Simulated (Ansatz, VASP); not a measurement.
## Ti3C2 in VASP and in Ansatz

```
CELL_PARAMETERS angstrom
3.56275 0.00000 0.00000
-1.78137 3.08543 0.00000
0.00000 0.00000 5.54306
ATOMIC_POSITIONS crystal
Ti 0.00000 0.00000 0.00000
Ti 0.33333 0.66667 0.64500
Ti 0.66667 0.33333 0.35500
C 0.33333 0.66667 0.24500
C 0.66667 0.33333 0.75500
```

Alike in both runs: task relaxation of cell and atoms; functional r2SCAN; k mesh 6 × 6 × 4; occupations gaussian, width 0.1 eV; no spin polarisation.

```csv
,VASP,Ansatz
version,VASP 6.6.1,Ansatz 0.2.0
potentials or method,"VASP PAW PBE potentials, release 64 (Ti_sv, C), cutoff 600 eV","scalar-relativistic, plane waves, PAW"
valence electrons in the cell,44,44
```

|  | VASP | Ansatz | Ansatz less VASP |
| --- | --- | --- | --- |
| gap on the k mesh at the Fermi level, each at its own relaxed structure (eV) | none | none | - |
| relaxed volume (Å³/atom) | 12.08 | 12.06 | -0.026 |
| relaxed cell length with the largest relative difference (Å) | 3.098 | 3.093 | -0.0058 |

VASP's potentials were made for PBE, not for r2SCAN. A gap of «none» marks a metal or a gap that the smearing closes.
